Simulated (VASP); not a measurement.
# Ru (P6/mmm) in VASP: a series of runs, part 2 of 2

VASP 6.6.1. The steps go on from the part before.

### Step 3. Single point, RPBE (16.05 Å³/atom)

This run uses another cell than the first one, of 16.05 Å³/atom.

INCAR

```
  ALGO = Normal
  EDIFF = 1E-6
  ENCUT = 520
  GGA = RP
  ISIF = 2
  ISMEAR = -1
  LASPH = True
  LCHARG = False
  LREAL = False
  LWAVE = False
  NBANDS = 28
  NELM = 60
  PREC = Accurate
  SIGMA = 0.1
```

KPOINTS

```
k-points
0
Gamma
  10 10 13
```

POSCAR

```
Ru
1.0
    4.4552741106      0.0000000000      0.0000000000
   -2.2276370553      3.8583805606      0.0000000000
    0.0000000000      0.0000000000      2.8016305444
Ru
3
Direct
    1.0000000000      0.0000000000      0.0000000000
    0.3333333333      0.6666666667      0.5000000000
    0.6666666667      0.3333333333      0.5000000000
```

Potentials or basis: VASP PAW PBE potentials, release 64 (Ru_pv).

Launch:

```
cat potpaw_PBE.64/Ru_pv/POTCAR > POTCAR
mpirun -np 1 vasp_std > vasp.out
```

OUTCAR:

```text
EDIFF = 1E-6
   ENCUT = 520
   GGA = RP
   ISIF = 2
   ISMEAR = -1
   LASPH = True
   LREAL = False
   NELM = 60
   PREC = Accurate

 ion  position               nearest neighbor table
   1  0.000  0.000  0.000-   2 2.93   3 2.93   2 2.93   3 2.93   2 2.93   2 2.93   3 2.93   3 2.93
                             3 2.93   3 2.93   2 2.93   2 2.93
   2  0.333  0.667  0.500-   3 2.57   3 2.57   3 2.57   1 2.93   1 2.93   1 2.93   1 2.93   1 2.93
                             1 2.93
   3  0.667  0.333  0.500-   2 2.57   2 2.57   2 2.57   1 2.93   1 2.93   1 2.93   1 2.93   1 2.93
                             1 2.93

  LATTYP: Found a hexagonal cell.
 ALAT       =     4.4552741106
 C/A-ratio  =     0.6288346070

  Lattice vectors:

 A1 = (   4.4552741106,   0.0000000000,   0.0000000000)
 A2 = (  -2.2276370553,   3.8583805606,   0.0000000000)
 A3 = (   0.0000000000,   0.0000000000,   2.8016305444)

Analysis of symmetry for initial positions (statically):
=====================================================================
 Subroutine PRICEL returns:
 Original cell was already a primitive cell.

 Routine SETGRP: Setting up the symmetry group for a
 hexagonal supercell.

 Subroutine GETGRP returns: Found 24 space group operations
 (whereof 24 operations were pure point group operations)
 out of a pool of 24 trial point group operations.

The static configuration has the point symmetry D_6h.

Analysis of symmetry for dynamics (positions and initial velocities):
=====================================================================
 Subroutine PRICEL returns:
 Original cell was already a primitive cell.

 Routine SETGRP: Setting up the symmetry group for a
 hexagonal supercell.

 Subroutine GETGRP returns: Found 24 space group operations
 (whereof 24 operations were pure point group operations)
 out of a pool of 24 trial point group operations.
[... 112 lines left out ...]
   TEBEG  =    0.0;   TEEND  =   0.0 temperature during run
   PSTRESS=    0.0 pullay stress
   NELECT =      42.0000    total number of electrons
   NUPDOWN=      -1.0000    fix difference up-down
   EMIN   =  10.00;   EMAX   =-10.00  energy-range for DOS
   EFERMI =   0.00;   METHOD = LEGACY
   ISMEAR =    -1;   SIGMA  =   0.10  broadening in eV -4-tet -1-fermi 0-gaus
   EFERMI_NEDOS =   21; number of points for ismear=-14 and -15
   IALGO  =     38    algorithm
   IMIX   =      4    mixing-type and parameters
     AMIX     =   0.40;   BMIX     =  1.00
     AMIX_MAG =   1.60;   BMIX_MAG =  1.00
  volume/ion in A,a.u.               =      16.05       108.33
  Fermi-wavevector in a.u.,A,eV,Ry     =   1.564088  2.955697 33.284896  2.446371
  Thomas-Fermi vector in A             =   2.666763
   LORBIT       =      0    0 simple, 1 ext, 2 COOP (PROOUT), +10 PAW based schemes
   GGA     = RP    functional components
   LHFCALC =     F    Hartree Fock is set to
   AEXX    =    0.0000 exact exchange contribution
   IVDW    =     0    specifies the selected vdW correction
   LEPSILON=     F    determine dielectric tensor
   LRPA    =     F    only Hartree local field effects (RPA)
 non-spin polarized calculation
  energy-cutoff  :      520.00
  volume of cell :       48.16
 maximum number of plane-waves:      1337
 NGX is ok and might be reduce to    36
   NGX = 17   NGY = 17   NGZ = 11

 number of electron      41.9999992 magnetization

 Free energy of the ion-electron system (eV)
  ---------------------------------------------------
  ext. energy  EPLUGINS =         0.00000000
  ---------------------------------------------------
  free energy    TOTEN  =       -24.64889086 eV

  energy without entropy =      -24.50293725  energy(sigma->0) =      -24.57591406

 E-fermi :  10.2380     XC(G=0): -13.0012

 val. band max:       10.2364104936   @ k =   0.5000  -0.0000   0.3077
 cond. band min:      10.2415667788   @ k =   0.1000   0.0000   0.2308
 fundamental gap:      0.0051562852
 Fermi energy:        10.2380072776

 k-point     1 :       0.0000    0.0000    0.0000
  band No.  band energies     occupation
      1     -32.9572      2.00000
      2     -32.9572      2.00000
      3     -32.6569      2.00000
      4     -32.6569      2.00000
      5     -32.4996      2.00000
      6     -32.3474      2.00000
[... 733 lines left out ...]
     27      12.4705      0.00000
     28      19.4718      0.00000

 [... further k-points ...]
[... 5 lines left out ...]
  --------------------------------------------------------------------------------------
  -------------------------------------------------------------------------------------
  Total       -7.4550896     -7.4550896     -6.4329042      0.0000000     -0.0000000      0.0000000
  in kB     -248.0122280   -248.0122280   -214.0066726      0.0000000     -0.0000000      0.0000000
  external PRESSURE =    -236.6770429 kB  Pullay stress =       0.0000000 kB

 VOLUME and BASIS-vectors are now :
 -----------------------------------------------------------------------------
  energy-cutoff  :      520.00
  volume of cell :       48.16
      direct lattice vectors                 reciprocal lattice vectors
     4.455274111  0.000000000  0.000000000     0.224453081  0.129588047  0.000000000
    -2.227637055  3.858380561  0.000000000     0.000000000  0.259176093  0.000000000
     0.000000000  0.000000000  2.801630544     0.000000000  0.000000000  0.356935001

 POSITION                                       TOTAL-FORCE (eV/Angst)
 -----------------------------------------------------------------------------------
      0.00000      0.00000      0.00000         0.000000      0.000000      0.000000
     -0.00000      2.57225      1.40082        -0.000000     -0.000000     -0.000000
      2.22764      1.28613      1.40082         0.000000      0.000000      0.000000
 -----------------------------------------------------------------------------------
    total drift:                                0.000000     -0.000000     -0.000000

  FREE ENERGIE OF THE ION-ELECTRON SYSTEM (eV)
  ---------------------------------------------------
  free  energy   TOTEN  =       -24.6488908635 eV

  energy  without entropy=      -24.5029372540  energy(sigma->0) =      -24.57591406
```

OSZICAR:

```text
N       E                     dE             d eps       ncg     rms          rms(c)
DAV:   1     0.471172161701E+03    0.47117E+03   -0.25498E+04  5496   0.161E+03
DAV:   2    -0.135984199899E+02   -0.48477E+03   -0.47405E+03  5764   0.496E+02
DAV:   3    -0.263287222709E+02   -0.12730E+02   -0.12258E+02  5984   0.851E+01
DAV:   4    -0.264846709668E+02   -0.15595E+00   -0.15579E+00  6732   0.858E+00
DAV:   5    -0.264877641388E+02   -0.30932E-02   -0.30929E-02  6192   0.115E+00    0.146E+01
DAV:   6    -0.248132533106E+02    0.16745E+01   -0.62065E+00  5736   0.197E+01    0.458E+00
DAV:   7    -0.257612426224E+02   -0.94799E+00   -0.81370E+00  5892   0.203E+01    0.102E+01
DAV:   8    -0.246539472727E+02    0.11073E+01   -0.44437E+00  5756   0.105E+01    0.964E-01
DAV:   9    -0.246488667055E+02    0.50806E-02   -0.32678E-02  5880   0.130E+00    0.278E-01
DAV:  10    -0.246488732578E+02   -0.65523E-05   -0.20719E-03  6948   0.391E-01    0.628E-02
DAV:  11    -0.246488870777E+02   -0.13820E-04   -0.64624E-05  6296   0.664E-02    0.285E-02
DAV:  12    -0.246488911695E+02   -0.40918E-05   -0.96279E-06  6020   0.302E-02    0.363E-03
DAV:  13    -0.246488908635E+02    0.30601E-06   -0.49023E-07  3680   0.624E-03
   1 F= -.24648891E+02 E0= -.24575914E+02  d E =-.145954E+00
```

stdout:

```text
POSCAR found type information on POSCAR Ru
 POSCAR found :  1 types and       3 ions
 scaLAPACK will be used
 -----------------------------------------------------------------------------
|                                                                             |
|                                                                             |
|     You enforced a specific xc type in the INCAR file but a different       |
|     I HOPE YOU KNOW WHAT YOU ARE DOING!                                     |
|                                                                             |
 -----------------------------------------------------------------------------

 LDA part: xc-table for (Slater+PW92), standard interpolation
 POSCAR, INCAR and KPOINTS ok, starting setup
 FFT: planning ... GRIDC
 FFT: planning ... GRID_SOFT
 FFT: planning ... GRID
 WAVECAR not read
 entering main loop
```

Run time: 43 s. Hardware: 1 thread of Intel Xeon 6975P-C (Granite Rapids), shared host; peak memory 0.24 GiB.

What came out:

* Free energy: -24.6489 eV
* Pressure: -23.7 GPa
* Band gap on the k mesh: zero (bands 21 and 22 overlap by 1.86 eV)

Levels at points of the mesh, in eV from the Fermi level:
| k point | band 19 | band 20 | band 21 | band 22 | band 23 | band 24 |
| --- | --- | --- | --- | --- | --- | --- |
| (0.00, 0.00, 0.00) | -1.70 | -1.14 | -1.14 | -1.04 | -1.04 | 1.29 |
| (0.50, 0.00, 0.00) | -0.94 | -0.86 | 0.30 | 0.60 | 0.64 | 0.64 |

Caveat: the cell stands under tension; the PAW data sets were made with another functional, which shifts forces and pressure a little.

### Step 4. Single point, RPBE

This run uses another cell than the first one, of 14.33 Å³/atom.

INCAR

```
ALGO = Normal
EDIFF = 1E-6
ENCUT = 520
GGA = RP
ISIF = 2
ISMEAR = -1
LASPH = T
LCHARG = T
LELF = T
LREAL = F
LVHAR = T
LWAVE = F
NBANDS = 28
NELM = 80
PREC = Accurate
SIGMA = 0.1
```

KPOINTS

```
k-points
0
Gamma
  11 11 15
```

POSCAR

```
Ru
1.0
    4.2901099387      0.0000000000      0.0000000000
   -2.1450549693      3.7153441920      0.0000000000
    0.0000000000      0.0000000000      2.6977695973
Ru
3
Direct
    1.0000000000      0.0000000000      0.0000000000
    0.3333333333      0.6666666667      0.5000000000
    0.6666666667      0.3333333333      0.5000000000
```

Launch:

```
cat potpaw_PBE.64/Ru_pv/POTCAR > POTCAR
mpirun -np 1 vasp_std > vasp.out
```

Wall time 47 s (1 thread of Intel Xeon Platinum 8559C (Emerald Rapids), shared host); peak memory 0.23 GiB.

It converged, with:

```
Free energy            : -25.0746 eV
Pressure               : 0.0 GPa
Band gap on the k mesh : zero (bands 21 and 22 overlap by 2.26 eV)
```

Stress tensor (GPa, compression positive):
```
-0.05  0.00  0.00
 0.00 -0.05  0.00
 0.00  0.00  0.09
```

Levels at points of the mesh, in eV from the Fermi level:
| k point | band 18 | band 19 | band 20 | band 21 | band 22 | band 23 | band 24 | band 25 |
| --- | --- | --- | --- | --- | --- | --- | --- | --- |
| (0.00, 0.00, 0.00) | -2.03 | -2.03 | -1.38 | -1.38 | -1.27 | -1.27 | 1.57 | 1.57 |

Caveat: the PAW data sets were made with another functional, which shifts forces and pressure a little.

### Step 5. Relaxation of cell and atoms, RPBE

This run uses another cell than the first one, of 13.55 Å³/atom.

INCAR

```
SYSTEM = Ru
ALGO = Normal ; EDIFF = 1E-7
EDIFFG = -0.01 ; ENCUT = 600
GGA = RP ; IBRION = 2
ISIF = 3 ; ISMEAR = -1
LASPH = .True. ; LCHARG = .False.
LREAL = .False. ; LWAVE = .False.
NELM = 100 ; NSW = 80
PREC = Accurate ; SIGMA = 0.1
```

KPOINTS

```
k-points
0
Gamma
  9 9 12
  0 0 0
```

POSCAR

```
Ru
1.0
    4.2469224303      0.0000000000      0.0000000000
   -2.1234612151      3.6779427125      0.0000000000
    0.0000000000      0.0000000000      2.6033634498
Ru
3
Direct
    0.0000000000      0.0000000000      0.0000000000
    0.3333333333      0.6666666667      0.5000000000
    0.6666666667      0.3333333333      0.5000000000
```

Launch:

```
cat potpaw_PBE.64/Ru_pv/POTCAR > POTCAR
mpirun -np 1 vasp_std > vasp.out
```

It took 5 min on 1 thread of Intel Xeon Platinum 8559C (Emerald Rapids), shared host; peak memory 0.24 GiB.

Results (log left out):

```
Free energy                           : -25.0752 eV
Relaxed volume                        : 14.33 Å³/atom
Relaxed cell                          : a = 4.290 Å, b = 4.290 Å, c = 2.697 Å, α = 90.00°, β = 90.00°, γ = 120.00°
Space group after relaxing (to 0.1 Å) : P6/mmm (No. 191)
Energy gained by relaxing             : 45.7 meV/atom
Ionic steps                           : 10
Pressure after relaxing               : 0.0 GPa
Band gap on the k mesh                : zero (bands 21 and 22 overlap by 2.33 eV)
```

Step by step:
```csv
step,energy change (eV),largest force (eV/Å),pressure (GPa),volume (Å³)
1,0.0000,0.0000,17.19,40.66
2,0.5560,0.0000,-28.01,49.81
3,-0.1296,0.0000,-1.65,43.20
4,-0.1301,0.0000,-0.83,43.07
5,-0.1301,0.0000,-0.51,43.02
6,-0.1351,0.0000,0.93,42.87
7,-0.1372,0.0000,0.38,42.92
8,-0.1371,0.0000,0.39,42.92
9,-0.1370,0.0000,-0.66,43.09
10,-0.1372,0.0000,0.03,42.98
```

Final structure:
```
CELL_PARAMETERS angstrom
4.28968 0.00000 0.00000
-2.14484 3.71497 0.00000
0.00000 0.00000 2.69698
ATOMIC_POSITIONS crystal
Ru 0.00000 0.00000 0.00000
Ru 0.33333 0.66667 0.50000
Ru 0.66667 0.33333 0.50000
```

Levels at points of the mesh, in eV from the Fermi level:
| k point | band 19 | band 20 | band 21 | band 22 | band 23 | band 24 |
| --- | --- | --- | --- | --- | --- | --- |
| (0.00, 0.00, 0.00) | -2.03 | -1.38 | -1.38 | -1.27 | -1.27 | 1.57 |
| (0.00, 0.00, 0.50) | -1.87 | 0.63 | 0.63 | 1.26 | 1.26 | 2.29 |

Caveat: the PAW data sets were made with another functional, which shifts forces and pressure a little.

### Step 6. The runs side by side

| task | cell | k mesh | cutoff (eV) | gap on the mesh (eV) | pressure (GPa) |
| --- | --- | --- | --- | --- | --- |
| single point | a = 4.402, b = 4.402, c = 2.768 Å, angles 90.0, 90.0, 120.0°, 3 atoms | 10 × 10 × 13 | 520 | none | -17.6 |
| single point | a = 4.455, b = 4.455, c = 2.802 Å, angles 90.0, 90.0, 120.0°, 3 atoms | 10 × 10 × 13 | 520 | none | -23.7 |
| single point | a = 4.290, b = 4.290, c = 2.698 Å, angles 90.0, 90.0, 120.0°, 3 atoms | 11 × 11 × 15 | 520 | none | 0.0 |
| relaxation of cell and atoms | relaxed from a = 4.247, b = 4.247, c = 2.603 Å, angles 90.0, 90.0, 120.0°, 3 atoms | 9 × 9 × 12 | 600 | none | 0.0 |

Alike in all rows: level RPBE; potentials or basis VASP PAW PBE potentials, release 64 (Ru_pv); no spin polarisation; smearing fermi-dirac 0.1 eV.

Caveats: the PAW data sets were made with another functional, which shifts forces and pressure a little; the cell stands under tension (at least some runs).

Total energies depend on the potentials used, so only differences within one code and one set of settings carry meaning.
